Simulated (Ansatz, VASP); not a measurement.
One calculation of Ge, two programs

```
CELL_PARAMETERS angstrom
0.00000 2.80969 2.80969
2.80969 0.00000 2.80969
2.80969 2.80969 0.00000
ATOMIC_POSITIONS crystal
Ge 0.00000 0.00000 0.00000
Ge 0.25000 0.25000 0.25000
```

Change from the starting cell: volume scaled by 0.98, ions relaxed.

Alike in both runs: functional PBE; k mesh 14 × 14 × 14; occupations fermi-dirac, width 0.05 eV; no spin polarisation.

Ansatz relaxed the structure, and its values are those at the end. VASP's run is a single point on that final structure, the one shown.

|  | VASP | Ansatz |
| --- | --- | --- |
| version | VASP 6.6.1 | Ansatz 0.2.0 |
| potentials or method | VASP PAW PBE potentials, release 64 (Ge_d) | plane-wave PAW, scalar-relativistic |
| plane-wave cutoff (eV) | 520 | 420 |
| valence electrons in the cell | 28 | 28 |

```tsv
	VASP	Ansatz	Ansatz less VASP
pressure (GPa)	5.2	5.3	+0.11
```

With one functional, cell and mesh, what is left measures potentials, basis and numerics. Ansatz's warnings: stress scf threshold loose.
